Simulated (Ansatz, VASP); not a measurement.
MgCuGe in VASP and in Ansatz

```
Mg Cu Ge
1.0
     4.00530    0.00000    0.00000
     0.00000    4.00530    0.00000
     0.00000    0.00000    6.39475
Mg Cu Ge
2 2 2
Cartesian
  0.0000 0.0000 0.0000
  2.0027 2.0027 0.0000
  0.0000 2.0027 1.9059
  2.0027 0.0000 4.4888
  0.0000 2.0027 4.3355
  2.0027 0.0000 2.0592
```

Alike in both runs: task single point; functional r2SCAN; k mesh 6 × 6 × 4; occupations fermi-dirac, width 0.15 eV; no spin polarisation.

|  | VASP | Ansatz |
| --- | --- | --- |
| version | VASP 6.6.1 | Ansatz 0.2.0 |
| potentials or method | VASP PAW PBE potentials, release 64 (Mg, Cu, Ge_d) | plane waves, PAW |
| plane-wave cutoff (eV) | 520 | 500 |
| valence electrons in the cell | 54 | 86 |

VASP gave:

* pressure (GPa): -1.8
* traceless stress, the component that is largest in VASP (GPa): -0.91
* rms of the force components (eV/Å): 0.051

Task: What did Ansatz give for the same quantities?

Result: Pressure (GPa): -1.8; traceless stress, the component that is largest in VASP (GPa): -0.86; rms of the force components (eV/Å): 0.054.

VASP's potentials were made for PBE, not for r2SCAN. Atom by atom the forces differ by 0.008 eV/Å (rms over components). VASP's potentials hold 54 valence electrons a cell and Ansatz's 86, so a difference there can come from the potentials and not from the codes.
